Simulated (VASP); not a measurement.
# InP (m.bso) (F-43m) in VASP: density of states with PBE

Aim: the density of states of InP (m.bso) with PBE.

Everything below comes from runs of VASP 6.6.1. Logs are shortened: lines on timing, memory, paths and dates and some standing lists are left out, and cuts for length are marked.

## (1) The cell of the first run

The structure is cubic, space group F-43m (No. 216). The conventional cell has a = 5.960 Å, b = 5.960 Å, c = 5.960 Å, α = 90.00°, β = 90.00°, γ = 90.00°. In (site symmetry -43m) has 4 P at 2.58 Å within 3.4 Å. P (site symmetry -43m) has 4 In at 2.58 Å within 3.4 Å.

## (2) Density of states, PBE, non-collinear spin, zero start, spin-orbit coupling

POSCAR

```
InP
1.0
    0.0000000000      2.9798370772      2.9798370772
    2.9798370772      0.0000000000      2.9798370772
    2.9798370772      2.9798370772      0.0000000000
In P
1 1
Direct
    0.0000000000      0.0000000000      0.0000000000
    0.2500000000      0.2500000000      0.2500000000
```

INCAR.step1

```
ALGO = Normal ; EDIFF = 1E-6
ENCUT = 400 ; GGA = PE
GGA_COMPAT = F ; ISIF = 2
ISMEAR = 0 ; LASPH = T
LCHARG = T ; LORBIT = 11
LORBMOM = T ; LREAL = F
LSORBIT = T ; LWAVE = F
MAGMOM = 0 0 0 0 0 0 ; NBANDS = 30
NEDOS = 2001 ; NELM = 200
PREC = Accurate ; SIGMA = 0.1
```

KPOINTS.step1

```
k-points
0
Gamma
  12 12 12
```

INCAR.step2

```
ALGO = Normal ; EDIFF = 1E-6
ENCUT = 400 ; GGA = PE
GGA_COMPAT = F ; ICHARG = 11
ISIF = 2 ; ISMEAR = -5
LASPH = T ; LCHARG = F
LORBIT = 11 ; LORBMOM = T
LREAL = F ; LSORBIT = T
LWAVE = F ; MAGMOM = 0 0 0 0 0 0
NEDOS = 2001 ; NELM = 200
PREC = Accurate ; SIGMA = 0.1
```

KPOINTS.step2

```
k-points
0
Gamma
  18 18 18
```

Potentials or basis: VASP PAW PBE potentials, release 64 (In_d, P).

Launch:

```
cat potpaw_PBE.64/In_d/POTCAR potpaw_PBE.64/P/POTCAR > POTCAR
cp INCAR.step1 INCAR
cp KPOINTS.step1 KPOINTS
mpirun -np 1 vasp_ncl > vasp.out
cp INCAR.step2 INCAR
cp KPOINTS.step2 KPOINTS
mpirun -np 1 vasp_ncl > vasp.out
```

OUTCAR:

```text
EDIFF = 1E-6
   ENCUT = 400
   GGA = PE
   ICHARG = 11
   ISIF = 2
   ISMEAR = -5
   LASPH = T
   LORBIT = 11
   LREAL = F
   LSORBIT = T
   NELM = 200
   PREC = Accurate

 ion  position               nearest neighbor table
   1  0.000  0.000  0.000-   2 2.58   2 2.58   2 2.58   2 2.58
   2  0.250  0.250  0.250-   1 2.58   1 2.58   1 2.58   1 2.58

  LATTYP: Found a face centered cubic cell.
 ALAT       =     5.9596741544

  Lattice vectors:

 A1 = (   0.0000000000,   2.9798370772,   2.9798370772)
 A2 = (   2.9798370772,   0.0000000000,   2.9798370772)
 A3 = (   2.9798370772,   2.9798370772,   0.0000000000)

Analysis of symmetry for initial positions (statically):
=====================================================================
 Subroutine PRICEL returns:
 Original cell was already a primitive cell.

 Routine SETGRP: Setting up the symmetry group for a
 face centered cubic supercell.

 Subroutine GETGRP returns: Found 24 space group operations
 (whereof 24 operations were pure point group operations)
 out of a pool of 48 trial point group operations.

The static configuration has the point symmetry T_d .

Analysis of symmetry for dynamics (positions and initial velocities):
=====================================================================
 Subroutine PRICEL returns:
 Original cell was already a primitive cell.

 Routine SETGRP: Setting up the symmetry group for a
 face centered cubic supercell.

 Subroutine GETGRP returns: Found 24 space group operations
 (whereof 24 operations were pure point group operations)
 out of a pool of 48 trial point group operations.

The dynamic configuration has the point symmetry T_d .

Analysis of structural, dynamic, and magnetic symmetry:
=====================================================================
 Subroutine PRICEL returns:
 Original cell was already a primitive cell.

 Routine SETGRP: Setting up the symmetry group for a
 face centered cubic supercell.

 Subroutine GETGRP returns: Found 24 space group operations
 (whereof 24 operations were pure point group operations)
 out of a pool of 48 trial point group operations.

The overall configuration has the point symmetry T_d .

 Subroutine INISYM returns: Found 24 space group operations
 (whereof 24 operations are pure point group operations),
 and found     1 'primitive' translations

[... 870 lines left out ...]
 -----------------------------------------------------------------------------------
    total drift:                                0.000000      0.000000      0.000000

  FREE ENERGIE OF THE ION-ELECTRON SYSTEM (eV)
  ---------------------------------------------------
  free  energy   TOTEN  =        -8.4442796766 eV

  energy  without entropy=       -8.4442796766  energy(sigma->0) =       -8.44427968

 orbital moment (x)

 # of ion     p       d       tot
 ----------------------------------------
  1         0.000  -0.000   0.000
  2         0.000   0.000   0.000
 ----------------------------------------
            0.000  -0.000   0.000

 orbital moment (y)

 # of ion     p       d       tot
 ----------------------------------------
  1         0.000   0.000   0.000
  2        -0.000   0.000  -0.000
 ----------------------------------------
            0.000   0.000   0.000

 orbital moment (z)

 # of ion     p       d       tot
 ----------------------------------------
  1         0.000  -0.000  -0.000
  2         0.000   0.000   0.000
 ----------------------------------------
            0.000  -0.000  -0.000

 Spin-Orbit-Coupling matrix elements

 Ion:    1  E_soc:     -0.0699612
 l=   1
     0.0000000    -0.0052013    -0.0052013
    -0.0052013     0.0000000    -0.0052013
    -0.0052013    -0.0052013     0.0000000
 l=   2
     0.0000000    -0.0013188     0.0000000    -0.0013188    -0.0051401
    -0.0013188     0.0000000    -0.0038551    -0.0013188    -0.0012850
     0.0000000    -0.0038551     0.0000000    -0.0038551     0.0000000
    -0.0013188    -0.0013188    -0.0038551     0.0000000    -0.0012850
    -0.0051401    -0.0012850     0.0000000    -0.0012850     0.0000000
 l=   3
     0.0000000     0.0000000     0.0000000     0.0000000     0.0000000     0.0000000     0.0000000
     0.0000000     0.0000000     0.0000000     0.0000000     0.0000000     0.0000000     0.0000000
     0.0000000     0.0000000     0.0000000     0.0000000     0.0000000     0.0000000     0.0000000
     0.0000000     0.0000000     0.0000000     0.0000000     0.0000000     0.0000000     0.0000000
     0.0000000     0.0000000     0.0000000     0.0000000     0.0000000     0.0000000     0.0000000
     0.0000000     0.0000000     0.0000000     0.0000000     0.0000000     0.0000000     0.0000000
     0.0000000     0.0000000     0.0000000     0.0000000     0.0000000     0.0000000     0.0000000

 Ion:    2  E_soc:     -0.0011444
 l=   1
     0.0000000    -0.0001907    -0.0001907
    -0.0001907     0.0000000    -0.0001907
    -0.0001907    -0.0001907     0.0000000
 l=   2
     0.0000000     0.0000000     0.0000000     0.0000000     0.0000000
     0.0000000     0.0000000     0.0000000     0.0000000     0.0000000
     0.0000000     0.0000000     0.0000000     0.0000000     0.0000000
     0.0000000     0.0000000     0.0000000     0.0000000     0.0000000
     0.0000000     0.0000000     0.0000000     0.0000000     0.0000000
 l=   3
     0.0000000     0.0000000     0.0000000     0.0000000     0.0000000     0.0000000     0.0000000
     0.0000000     0.0000000     0.0000000     0.0000000     0.0000000     0.0000000     0.0000000
     0.0000000     0.0000000     0.0000000     0.0000000     0.0000000     0.0000000     0.0000000
     0.0000000     0.0000000     0.0000000     0.0000000     0.0000000     0.0000000     0.0000000
     0.0000000     0.0000000     0.0000000     0.0000000     0.0000000     0.0000000     0.0000000
     0.0000000     0.0000000     0.0000000     0.0000000     0.0000000     0.0000000     0.0000000
     0.0000000     0.0000000     0.0000000     0.0000000     0.0000000     0.0000000     0.0000000

 total charge

# of ion       s       p       d       tot
------------------------------------------
    1        0.826   0.718   9.893  11.436
    2        1.035   1.466   0.000   2.501
--------------------------------------------------
tot          1.861   2.184   9.893  13.938

 magnetization (x)

# of ion       s       p       d       tot
------------------------------------------
    1        0.000   0.000  -0.000   0.000
    2        0.000   0.000   0.000   0.000
--------------------------------------------------
tot          0.000   0.000  -0.000   0.000

 magnetization (y)

# of ion       s       p       d       tot
------------------------------------------
    1        0.000   0.000   0.000   0.000
    2        0.000   0.000   0.000   0.000
--------------------------------------------------
tot          0.000   0.000   0.000   0.000

 magnetization (z)

# of ion       s       p       d       tot
------------------------------------------
    1       -0.000   0.000  -0.000   0.000
    2       -0.000  -0.000   0.000  -0.000
--------------------------------------------------
tot         -0.000  -0.000  -0.000  -0.000
```

Run time: 4.8 min. Hardware: 1 thread of AMD EPYC 9R45 (Zen 5), shared host; peak memory 0.53 GiB.

Results:

| Item | Value |
| --- | --- |
| Net moment | 0.00 μB per cell |
| Valence electrons inside the program's atomic spheres | In 11.44; P 2.50 |

Moments on the atoms (μB; x, y, z):
```
In  0.00 0.00 0.00
P   0.00 0.00 0.00
```
